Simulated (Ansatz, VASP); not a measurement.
## Cu in VASP and in Ansatz

File INCAR:

```
PREC     = Accurate       # precision mode
ENCUT    = 820            # plane-wave cutoff, eV
EDIFF    = 1E-6           # SCF threshold, eV
ISMEAR   = 0              # smearing method
SIGMA    = 0.15           # smearing width, eV
LREAL    = False          # projectors in reciprocal space
LASPH    = True           # aspherical terms in the spheres
NELM     = 120            # most SCF steps
ALGO     = Normal         # electronic algorithm
ISIF     = 2              # what is computed and relaxed
LWAVE    = False          # write WAVECAR
LCHARG   = False          # write CHGCAR
GGA      = CA             # functional
NBANDS   = 16             # bands
GGA_COMPAT= False
```

Contents of KPOINTS:

```
regular mesh
0
Gamma
  22 22 22
```

POSCAR

```
Cu
1.0
   -1.4452500000      1.4452500000      1.3243000000
    1.4452500000     -1.4452500000      1.3243000000
    1.4452500000      1.4452500000     -1.3243000000
Cu
1
Direct
    0.0000000000      0.0000000000      0.0000000000
```

Input for Ansatz:

```yaml
crystal:
  lattice:
    - [-1.44525, 1.44525, 1.3243]
    - [1.44525, -1.44525, 1.3243]
    - [1.44525, 1.44525, -1.3243]
  atoms:
    - { symbol: Cu, position: [0.0, 0.0, 0.0] }
basis:
  ecutwfc: 520.0
kpoints:
  mp_grid: { grid: [22, 22, 22] }
hamiltonian:
  xc: lda
  pseudopotentials: { kind: paw, azcp: { folder: soft_1 } }
scf:
  occupations: { method: gaussian, width: 0.15 }
output:
  forces: true
  stress: true
  eigenvalues: true
```

Alike in both runs: task single point; functional LDA; k mesh 22 × 22 × 22; occupations gaussian, width 0.15 eV; no spin polarisation.

|  | VASP | Ansatz |
| --- | --- | --- |
| version | VASP 6.6.1 | Ansatz 0.2.0 |
| potentials or method | VASP PAW LDA potentials, release 64 (Cu_sv_GW), cutoff 820 eV | scalar-relativistic, plane waves, PAW |
| valence electrons in the cell | 19 | 19 |

VASP gave:

```
gap on the k mesh at the Fermi level (eV)                     : none
pressure (GPa)                                                : -2.7
traceless stress, the component that is largest in VASP (GPa) : 0.44
```

Task: What did Ansatz give for the same quantities?

Result: gap on the k mesh at the Fermi level (eV): none; pressure (GPa): -2.1; traceless stress, the component that is largest in VASP (GPa): 0.44.

Ansatz warns that its potentials were made for another functional, while VASP's fit it. LDA's correlation is that of Perdew and Zunger in VASP and of Perdew and Wang (1992) in Ansatz. A gap of «none» marks a metal or a gap that the smearing closes.
